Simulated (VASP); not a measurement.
Here is a VASP 6.6.1 calculation.

File POSCAR:

```
As
1.0
    0.0000000000      2.1218457410      2.1218457410
    2.1218457410      0.0000000000      2.1218457410
    2.1218457410      2.1218457410      0.0000000000
As
1
Direct
    0.0000000000      0.0000000000      0.0000000000
```

File INCAR.step1:

```
SYSTEM = As
  ALGO = Normal
  EDIFF = 1E-4
  ENCUT = 520
  GGA = PE
  ISMEAR = -1
  LASPH = .TRUE.
  LCHARG = .FALSE.
  LREAL = .FALSE.
  LWAVE = .TRUE.
  NBANDS = 8
  NELM = 100
  PREC = Accurate
  SIGMA = 0.1
```

Contents of INCAR.step2:

```
SYSTEM = As
  ALGO = Normal
  EDIFF = 1E-6
  ENCUT = 520
  ISIF = 2
  ISMEAR = -1
  ISTART = 1
  LASPH = .TRUE.
  LCHARG = .TRUE.
  LELF = .TRUE.
  LMIXTAU = .TRUE.
  LREAL = .FALSE.
  LVHAR = .TRUE.
  LWAVE = .FALSE.
  METAGGA = R2SCAN
  NBANDS = 8
  NELM = 100
  PREC = Accurate
  SIGMA = 0.1
```

File KPOINTS:

```
k-points
0
G
  13 13 13
  0 0 0
```

Potentials or basis: VASP PAW PBE potentials, release 64 (As).

The run is started by

```bash
$ cat potpaw_PBE.64/As/POTCAR > POTCAR
$ cp INCAR.step1 INCAR
$ mpirun -np 1 vasp_std > vasp.out
$ cp INCAR.step2 INCAR
$ mpirun -np 1 vasp_std > vasp.out
```

(1) What does it give for the pressure?

Results:

(1) -0.1 GPa.

Caveat: the PAW data sets were made with another functional, which shifts forces and pressure a little.
